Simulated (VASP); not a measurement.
# Al (Fm-3m) in VASP: a series of runs

Runs on Al. Level: r2SCAN. Tasks: single point, relaxation of cell and atoms.

Program: VASP 6.6.1. These are calculated values, not measurements. Logs are shortened: lines on timing, memory, paths and dates and some standing lists are left out, and cuts for length are marked.

### 1 The cell of the first run

The structure is cubic, space group Fm-3m (No. 225). Conventional cell: a = 3.996 Å, b = 3.996 Å, c = 3.996 Å, α = 90.00°, β = 90.00°, γ = 90.00°. Al (site symmetry m-3m) has 12 Al at 2.83 Å within 3.7 Å.

### 2 Single point, r2SCAN

POSCAR reads:

```
Al
1.0
    0.0000000000      1.9978871295      1.9978871295
    1.9978871295      0.0000000000      1.9978871295
    1.9978871295      1.9978871295      0.0000000000
Al
1
Direct
    0.0000000000      0.0000000000      0.0000000000
```

INCAR.step1 reads:

```
SYSTEM = Al
PREC = Accurate
ENCUT = 520
ISMEAR = 0
SIGMA = 0.1
LREAL = .FALSE.
LASPH = .TRUE.
NELM = 100
NBANDS = 8
GGA = PE
ALGO = Normal
EDIFF = 1E-4
LWAVE = .TRUE.
LCHARG = .FALSE.
```

INCAR.step2 reads:

```
SYSTEM = Al
PREC = Accurate
ENCUT = 520
EDIFF = 1E-7
ISMEAR = 0
SIGMA = 0.1
LREAL = .FALSE.
LASPH = .TRUE.
NELM = 100
ALGO = Normal
ISIF = 2
LWAVE = .FALSE.
LCHARG = .FALSE.
METAGGA = R2SCAN
LMIXTAU = .TRUE.
NBANDS = 8
ISTART = 1
```

KPOINTS reads:

```
Automatic mesh
0
G
  11 11 11
  0 0 0
```

Potentials or basis: VASP PAW PBE potentials, release 64 (Al).

Launch:

```console
$ cat potpaw_PBE.64/Al/POTCAR > POTCAR
$ cp INCAR.step1 INCAR
$ mpirun -np 1 vasp_std > vasp.out
$ cp INCAR.step2 INCAR
$ mpirun -np 1 vasp_std > vasp.out
```

OUTCAR:

```text
SYSTEM = Al
   PREC = Accurate
   ENCUT = 520
   EDIFF = 1E-7
   ISMEAR = 0
   LREAL = .FALSE.
   LASPH = .TRUE.
   NELM = 100
   ISIF = 2
   METAGGA = R2SCAN
   ISTART = 1

 ion  position               nearest neighbor table
   1  0.000  0.000  0.000-

  LATTYP: Found a face centered cubic cell.
 ALAT       =     3.9957742590

  Lattice vectors:

 A1 = (   0.0000000000,   1.9978871295,   1.9978871295)
 A2 = (   1.9978871295,   0.0000000000,   1.9978871295)
 A3 = (   1.9978871295,   1.9978871295,   0.0000000000)

Analysis of symmetry for initial positions (statically):
=====================================================================
 Subroutine PRICEL returns:
 Original cell was already a primitive cell.

 Routine SETGRP: Setting up the symmetry group for a
 face centered cubic supercell.

 Subroutine GETGRP returns: Found 48 space group operations
 (whereof 48 operations were pure point group operations)
 out of a pool of 48 trial point group operations.

The static configuration has the point symmetry O_h .

Analysis of symmetry for dynamics (positions and initial velocities):
=====================================================================
 Subroutine PRICEL returns:
 Original cell was already a primitive cell.

 Routine SETGRP: Setting up the symmetry group for a
 face centered cubic supercell.

 Subroutine GETGRP returns: Found 48 space group operations
 (whereof 48 operations were pure point group operations)
 out of a pool of 48 trial point group operations.

The dynamic configuration has the point symmetry O_h .

 Subroutine INISYM returns: Found 48 space group operations
 (whereof 48 operations are pure point group operations),
 and found     1 'primitive' translations

----------------------------------------------------------------------------------------

                                     Primitive cell

  volume of cell :      15.9493

  direct lattice vectors                    reciprocal lattice vectors
     0.000000000  1.997887130  1.997887130    -0.250264388  0.250264388  0.250264388
     1.997887130  0.000000000  1.997887130     0.250264388 -0.250264388  0.250264388
     1.997887130  1.997887130  0.000000000     0.250264388  0.250264388 -0.250264388

  length of vectors
     2.825439075  2.825439075  2.825439075     0.433470636  0.433470636  0.433470636

  position of ions in fractional coordinates (direct lattice)
     0.000000000  0.000000000  0.000000000

  ion indices of the primitive-cell ions
[... 72 lines left out ...]
   ENCUT  =  520.0 eV  38.22 Ry    6.18 a.u.   5.25  5.25  5.25*2*pi/ulx,y,z
   NELM   =    100;   NELMIN=  2; NELMDL=  0     # of ELM steps
   EDIFF  = 0.1E-06   stopping-criterion for ELM
   LREAL  =      F    real-space projection
   EDIFFG = 0.1E-05   stopping-criterion for IOM
   NSW    =      0    number of steps for IOM
   IBRION =     -1    ionic relax: 0-MD 1-quasi-New 2-CG
   NFREE  =      0    steps in history (QN), initial steepest desc. (CG)
   ISIF   =      2    stress and relaxation
   ISYM   =      2    0-nonsym 1-usesym 2-fastsym
   POTIM  = 0.5000    time-step for ionic-motion
   TEBEG  =    0.0;   TEEND  =   0.0 temperature during run
   PSTRESS=    0.0 pullay stress
   NELECT =       3.0000    total number of electrons
   NUPDOWN=      -1.0000    fix difference up-down
   EMIN   =  10.00;   EMAX   =-10.00  energy-range for DOS
   EFERMI =   0.00;   METHOD = LEGACY
   ISMEAR =     0;   SIGMA  =   0.10  broadening in eV -4-tet -1-fermi 0-gaus
   EFERMI_NEDOS =   21; number of points for ismear=-14 and -15
   IALGO  =     38    algorithm
   IMIX   =      4    mixing-type and parameters
     AMIX     =   0.40;   BMIX     =  1.00
     AMIX_MAG =   1.60;   BMIX_MAG =  1.00
  volume/ion in A,a.u.               =      15.95       107.63
  Fermi-wavevector in a.u.,A,eV,Ry     =   0.937996  1.772555 11.970901  0.879836
  Thomas-Fermi vector in A             =   2.065163
   LORBIT       =      0    0 simple, 1 ext, 2 COOP (PROOUT), +10 PAW based schemes
   METAGGA = R2SCAN    functional components
   LHFCALC =     F    Hartree Fock is set to
   AEXX    =    0.0000 exact exchange contribution
   IVDW    =     0    specifies the selected vdW correction
   LEPSILON=     F    determine dielectric tensor
   LRPA    =     F    only Hartree local field effects (RPA)
 non-spin polarized calculation
 Gauss-broadening in eV      SIGMA  =   0.10
  energy-cutoff  :      520.00
  volume of cell :       15.95
 maximum number of plane-waves:       444
 NGX is ok and might be reduce to    24
   NGX = 11   NGY = 11   NGZ = 11

 number of electron       3.0000000 magnetization

 Free energy of the ion-electron system (eV)
  ---------------------------------------------------
  ext. energy  EPLUGINS =         0.00000000
  ---------------------------------------------------
  free energy    TOTEN  =        -6.74562530 eV

  energy without entropy =       -6.74305950  energy(sigma->0) =       -6.74434240

 E-fermi :   8.3688     XC(G=0): -11.0346

 val. band max:        8.3174773087   @ k =  -0.3636   0.3636   0.0000
 cond. band min:       8.4120824368   @ k =   0.4545   0.1818   0.0909
 fundamental gap:      0.0946051281
 Fermi energy:         8.3687826363

 k-point     1 :       0.0000    0.0000    0.0000
  band No.  band energies     occupation
      1      -3.7081      2.00000
      2      21.8925      0.00000
      3      21.8925      0.00000
      4      21.8925      0.00000
      5      24.0702      0.00000
      6      24.0702      0.00000
      7      24.0702      0.00000
      8      25.9839      0.00000
[... 243 lines left out ...]
 k-point    24 :      -0.1818    0.1818    0.0000
  band No.  band energies     occupation
      1      -1.1269      2.00000
      2      12.4510      0.00000
      3      14.2284      0.00000
      4      21.3439      0.00000
      5      23.5144      0.00000
      6      24.4118      0.00000
      7      26.0290      0.00000
      8      26.9557      0.00000

 [... further k-points ...]
[... 5 lines left out ...]
  --------------------------------------------------------------------------------------
  -------------------------------------------------------------------------------------
  Total       -0.0326439     -0.0326439     -0.0326439     -0.0000000      0.0000000      0.0000000
  in kB       -3.2792174     -3.2792174     -3.2792174     -0.0000000      0.0000000      0.0000000
  external PRESSURE =      -3.2792174 kB  Pullay stress =       0.0000000 kB

 VOLUME and BASIS-vectors are now :
 -----------------------------------------------------------------------------
  energy-cutoff  :      520.00
  volume of cell :       15.95
      direct lattice vectors                 reciprocal lattice vectors
     0.000000000  1.997887130  1.997887130    -0.250264388  0.250264388  0.250264388
     1.997887130  0.000000000  1.997887130     0.250264388 -0.250264388  0.250264388
     1.997887130  1.997887130  0.000000000     0.250264388  0.250264388 -0.250264388

 POSITION                                       TOTAL-FORCE (eV/Angst)
 -----------------------------------------------------------------------------------
      0.00000      0.00000      0.00000         0.000000      0.000000      0.000000
 -----------------------------------------------------------------------------------
    total drift:                               -0.000000      0.000000     -0.000000

  FREE ENERGIE OF THE ION-ELECTRON SYSTEM (eV)
  ---------------------------------------------------
  free  energy   TOTEN  =        -6.7456252959 eV

  energy  without entropy=       -6.7430594995  energy(sigma->0) =       -6.74434240
```

OUTCAR.step1:

```text
SYSTEM = Al
   PREC = Accurate
   ENCUT = 520
   ISMEAR = 0
   LREAL = .FALSE.
   LASPH = .TRUE.
   NELM = 100
[... 481 lines left out ...]
 -----------------------------------------------------------------------------------
      0.00000      0.00000      0.00000        -0.000000      0.000000      0.000000
 -----------------------------------------------------------------------------------
    total drift:                               -0.000000     -0.000000     -0.000000

  FREE ENERGIE OF THE ION-ELECTRON SYSTEM (eV)
  ---------------------------------------------------
  free  energy   TOTEN  =        -3.7501322327 eV

  energy  without entropy=       -3.7472787803  energy(sigma->0) =       -3.74870551
```

OSZICAR.step1:

```text
N       E                     dE             d eps       ncg     rms          rms(c)
DAV:   1    -0.203930576015E+01   -0.20393E+01   -0.87196E+02   904   0.204E+02
DAV:   2    -0.376478194469E+01   -0.17255E+01   -0.16650E+01  1240   0.203E+01
DAV:   3    -0.377314483392E+01   -0.83629E-02   -0.83627E-02  1200   0.160E+00
DAV:   4    -0.377316366222E+01   -0.18828E-04   -0.18829E-04  1312   0.663E-02
DAV:   5    -0.377316372554E+01   -0.63313E-07   -0.62182E-07  1232   0.212E-03    0.136E+00
DAV:   6    -0.375983365313E+01    0.13330E-01   -0.14857E-03  1176   0.184E-01    0.788E-01
DAV:   7    -0.375013683313E+01    0.96968E-02   -0.44861E-03  1192   0.299E-01    0.153E-01
DAV:   8    -0.375013223267E+01    0.46005E-05   -0.12600E-05  1152   0.253E-02
   1 F= -.37501322E+01 E0= -.37487055E+01  d E =-.285345E-02
```

Run time: 21 s. Hardware: 1 thread of Intel Xeon Platinum 8259CL at 2.50GHz (Skylake/Cascade Lake), shared host; peak memory 0.13 GiB.

Results:

```yaml
Free_energy: -6.7456 eV
Pressure: -0.3 GPa
```

Levels at points of the mesh, in eV from the Fermi level:
| k point | band 1 | band 2 | band 3 | band 4 | band 5 |
| --- | --- | --- | --- | --- | --- |
| (0.00, 0.00, 0.00) | -12.08 | 13.52 | 13.52 | 13.52 | 15.70 |

Caveat: the PAW data sets were made with another functional, which shifts forces and pressure a little.

### 3 Relaxation of cell and atoms, r2SCAN

This run uses another cell than the first one, of 16.60 Å³/atom, 1.041 times its volume.

POSCAR reads:

```
Al
1.0
    0.0000000000      2.0248050000      2.0248050000
    2.0248050000      0.0000000000      2.0248050000
    2.0248050000      2.0248050000      0.0000000000
Al
1
Direct
    0.0000000000      0.0000000000      0.0000000000
```

INCAR.step1 reads:

```
SYSTEM = Al
PREC = Accurate
ENCUT = 600
ISMEAR = 0
SIGMA = 0.1
LREAL = .False.
LASPH = .True.
NELM = 80
GGA = PE
ALGO = Normal
EDIFF = 1E-4
LWAVE = .True.
LCHARG = .False.
```

INCAR.step2 reads:

```
SYSTEM = Al
PREC = Accurate
ENCUT = 600
EDIFF = 1E-6
ISMEAR = 0
SIGMA = 0.1
LREAL = .False.
LASPH = .True.
NELM = 80
ALGO = Normal
ISIF = 3
LWAVE = .False.
LCHARG = .False.
METAGGA = R2SCAN
LMIXTAU = .True.
IBRION = 2
NSW = 60
EDIFFG = -0.02
ISTART = 1
```

KPOINTS reads:

```
Automatic mesh
0
Gamma
  11 11 11
  0 0 0
```

Potentials or basis: VASP PAW PBE potentials, release 64 (Al).

Launch:

```console
$ cat potpaw_PBE.64/Al/POTCAR > POTCAR
$ cp INCAR.step1 INCAR
$ mpirun -np 1 vasp_std > vasp.out
$ cp INCAR.step2 INCAR
$ mpirun -np 1 vasp_std > vasp.out
```

OUTCAR:

```text
SYSTEM = Al
   PREC = Accurate
   ENCUT = 600
   EDIFF = 1E-6
   ISMEAR = 0
   LREAL = .False.
   LASPH = .True.
   NELM = 80
   ISIF = 3
   METAGGA = R2SCAN
   IBRION = 2
   NSW = 60
   EDIFFG = -0.02
   ISTART = 1

 ion  position               nearest neighbor table
   1  0.000  0.000  0.000-

  LATTYP: Found a face centered cubic cell.
 ALAT       =     4.0496100000

  Lattice vectors:

 A1 = (   0.0000000000,   2.0248050000,   2.0248050000)
 A2 = (   2.0248050000,   0.0000000000,   2.0248050000)
 A3 = (   2.0248050000,   2.0248050000,   0.0000000000)

Analysis of symmetry for initial positions (statically):
=====================================================================
 Subroutine PRICEL returns:
 Original cell was already a primitive cell.

 Routine SETGRP: Setting up the symmetry group for a
 face centered cubic supercell.

 Subroutine GETGRP returns: Found 48 space group operations
 (whereof 48 operations were pure point group operations)
 out of a pool of 48 trial point group operations.

The static configuration has the point symmetry O_h .

Analysis of symmetry for dynamics (positions and initial velocities):
=====================================================================
 Subroutine PRICEL returns:
 Original cell was already a primitive cell.

 Routine SETGRP: Setting up the symmetry group for a
 face centered cubic supercell.

 Subroutine GETGRP returns: Found 48 space group operations
 (whereof 48 operations were pure point group operations)
 out of a pool of 48 trial point group operations.

The dynamic configuration has the point symmetry O_h .

 Subroutine INISYM returns: Found 48 space group operations
 (whereof 48 operations are pure point group operations),
 and found     1 'primitive' translations

----------------------------------------------------------------------------------------
[... 115 lines left out ...]
   LORBIT       =      0    0 simple, 1 ext, 2 COOP (PROOUT), +10 PAW based schemes
   METAGGA = R2SCAN    functional components
   LHFCALC =     F    Hartree Fock is set to
   AEXX    =    0.0000 exact exchange contribution
   IVDW    =     0    specifies the selected vdW correction
   LEPSILON=     F    determine dielectric tensor
   LRPA    =     F    only Hartree local field effects (RPA)
 conjugate gradient relaxation of ions
 non-spin polarized calculation
 Gauss-broadening in eV      SIGMA  =   0.10
  energy-cutoff  :      600.00
  volume of cell :       16.60
 maximum number of plane-waves:       564
   NGX = 11   NGY = 11   NGZ = 11

--------------------------------------- Ionic step        1  -------------------------------------------

 number of electron       3.0000000 magnetization

 Free energy of the ion-electron system (eV)
  ---------------------------------------------------
  ext. energy  EPLUGINS =         0.00000000
  ---------------------------------------------------
  free energy    TOTEN  =        -6.73712032 eV

  energy without entropy =       -6.73444214  energy(sigma->0) =       -6.73578123

------------------------ aborting loop because EDIFF is reached ----------------------------------------

  FORCE on cell =-STRESS in cart. coord.  units (eV):
  Direction    XX          YY          ZZ          XY          YZ          ZX
  --------------------------------------------------------------------------------------
  -------------------------------------------------------------------------------------
  Total       -0.3775188     -0.3775188     -0.3775188     -0.0000000     -0.0000000      0.0000000
  in kB      -36.4308755    -36.4308755    -36.4308755     -0.0000000     -0.0000000      0.0000000
  external PRESSURE =     -36.4308755 kB  Pullay stress =       0.0000000 kB
[... 57 lines left out ...]
--------------------------------------- Ionic step        3  -------------------------------------------

 number of electron       3.0000000 magnetization

 Free energy of the ion-electron system (eV)
  ---------------------------------------------------
  ext. energy  EPLUGINS =         0.00000000
  ---------------------------------------------------
  free energy    TOTEN  =        -6.74563773 eV

  energy without entropy =       -6.74308260  energy(sigma->0) =       -6.74436017

 E-fermi :   8.4116     XC(G=0): -11.0496

 val. band max:        8.3667706460   @ k =  -0.3636   0.3636   0.0000
 cond. band min:       8.4546164013   @ k =   0.4545   0.1818   0.0909
 fundamental gap:      0.0878457553
 Fermi energy:         8.4115689681

 k-point     1 :       0.0000    0.0000    0.0000
  band No.  band energies     occupation
      1      -3.6943      2.00000
      2      21.9579      0.00000
      3      21.9579      0.00000
      4      21.9579      0.00000
      5      24.1692      0.00000
[... 177 lines left out ...]
 k-point    24 :      -0.1818    0.1818    0.0000
  band No.  band energies     occupation
      1      -1.1068      2.00000
      2      12.4996      0.00000
      3      14.2898      0.00000
      4      21.4204      0.00000
      5      23.5955      0.00000

 [... further k-points ...]
[... 5 lines left out ...]
  --------------------------------------------------------------------------------------
  -------------------------------------------------------------------------------------
  Total        0.0029009      0.0029009      0.0029009     -0.0000000     -0.0000000     -0.0000000
  in kB        0.2925723      0.2925723      0.2925723     -0.0000000     -0.0000000     -0.0000000
  external PRESSURE =       0.2925723 kB  Pullay stress =       0.0000000 kB
[... 16 lines left out ...]
  FREE ENERGIE OF THE ION-ELECTRON SYSTEM (eV)
  ---------------------------------------------------
  free  energy   TOTEN  =        -6.7456377347 eV

  energy  without entropy=       -6.7430826019  energy(sigma->0) =       -6.74436017

 reached required accuracy - stopping structural energy minimisation
```

It took 33 s on 1 thread of Intel Xeon Platinum 8259CL at 2.50GHz (Skylake/Cascade Lake), shared host; peak memory 0.14 GiB.

What came out:

| Property | Result |
| --- | --- |
| Free energy | -6.7456 eV |
| Relaxed volume | 15.89 Å³/atom |
| Relaxed cell | a = 2.822 Å, b = 2.822 Å, c = 2.822 Å, α = 60.00°, β = 60.00°, γ = 60.00° |
| Space group after relaxing (to 0.05 Å) | Fm-3m (No. 225) |
| Energy gained by relaxing | 8.5 meV/atom |
| Ionic steps | 3 |
| Pressure after relaxing | 0.0 GPa |

The path:
```csv
step,energy change (eV),largest force (eV/Å),pressure (GPa),volume (Å³)
1,0.0000,0.0000,-3.64,16.60
2,-0.0080,0.0000,1.06,15.71
3,-0.0085,0.0000,0.03,15.89
```

Final structure:
```xyz
1
Lattice="0.0000 1.9952 1.9952 1.9952 0.0000 1.9952 1.9952 1.9952 0.0000" Properties=species:S:1:pos:R:3 pbc="T T T"
Al    0.0000    0.0000    0.0000
```

Caveat: the PAW data sets were made with another functional, which shifts forces and pressure a little.
